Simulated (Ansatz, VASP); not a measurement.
One calculation of HfC, two programs

```
CELL_PARAMETERS angstrom
0.00000 2.32573 2.32573
2.32573 0.00000 2.32573
2.32573 2.32573 0.00000
ATOMIC_POSITIONS crystal
Hf 0.00000 0.00000 0.00000
C 0.50000 0.50000 0.50000
```

Alike in both runs: functional PBE; k mesh 16 × 16 × 16; occupations fermi-dirac, width 0.05 eV; no spin polarisation.

Ansatz relaxed the structure, and its values are those at the end. VASP's run is a single point on that final structure, the one shown.

|  | VASP | Ansatz |
| --- | --- | --- |
| version | VASP 6.6.1 | Ansatz 0.2.0 |
| potentials or method | VASP PAW PBE potentials, release 64 (Hf_pv, C) | PAW with Ansatz's default frozen-core files, scalar-relativistic |
| plane-wave cutoff (eV) | 520 | 420 |
| valence electrons in the cell | 14 | 30 |

```tsv
	VASP	Ansatz	Ansatz less VASP
pressure (GPa)	-0.7	0.0	+0.65
```

With one functional, cell and mesh, what is left measures potentials, basis and numerics. VASP's potentials hold 14 valence electrons a cell and Ansatz's 30, so a difference there can come from the potentials and not from the codes.

Neither program's run includes spin-orbit coupling.
